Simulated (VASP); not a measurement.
Wanted: the native input for a VASP 6.6.1 run.

- Task: single point
- Functional: PBE
- Potentials or basis: VASP PAW PBE potentials, release 64 (Mg, Si, N)
- Cutoff: 520 eV
- k mesh: 6 × 6 × 2
- Occupations: gaussian, width 0.1 eV
- Spin: no spin polarisation
- Dipole correction: no
- Further INCAR settings: ALGO = Normal; EDIFF = 1e-07; NBANDS = 20

The structure of Mg2Si3N lies in POSCAR:

```
Mg2Si3N
1.0
    3.8168825800      0.0000000000      0.0000000000
   -1.9084412900      3.3055172700      0.0000000000
    0.0000000000      0.0000000000      8.5055130700
Mg Si N
2 3 1
Direct
    0.6666666700      0.3333333300      0.7522701000
    0.6666666700      0.3333333300      0.2477299000
    0.0000000000      0.0000000000      0.0000000000
    0.3333333300      0.6666666700      0.5000000000
    0.3333333300      0.6666666700      0.0000000000
    0.0000000000      0.0000000000      0.5000000000
```

The input as run:

INCAR

```
SYSTEM = Mg2Si3N
ALGO     = Normal         ! electronic algorithm
EDIFF    = 1E-7           ! SCF threshold, eV
ENCUT    = 520            ! plane-wave cutoff, eV
GGA      = PE             ! functional
ISIF     = 2              ! what is computed and relaxed
ISMEAR   = 0              ! smearing method
LASPH    = .TRUE.         ! aspherical terms in the spheres
LCHARG   = .FALSE.        ! write CHGCAR
LREAL    = .FALSE.        ! projectors in reciprocal space
LWAVE    = .FALSE.        ! write WAVECAR
NBANDS   = 20             ! bands
NELM     = 80             ! most SCF steps
PREC     = Accurate       ! precision mode
SIGMA    = 0.1            ! smearing width, eV
```

KPOINTS

```
k-points
0
G
  6 6 2
  0 0 0
```

Potentials or basis: VASP PAW PBE potentials, release 64 (Mg, Si, N).

Run with:

```sh
$ cat potpaw_PBE.64/Mg/POTCAR potpaw_PBE.64/Si/POTCAR potpaw_PBE.64/N/POTCAR > POTCAR
$ mpirun -np 1 vasp_std > vasp.out
```

Results of the run:

| Property | Result |
| --- | --- |
| Pressure | -3.1 GPa |
| Largest force | 0.734 eV/Å |

Caveat: the k points lie up to 0.37 Å⁻¹ apart.

Wall time 61 s on 1 thread of Intel Xeon 8259CL (shared host), peak memory 0.22 GiB.
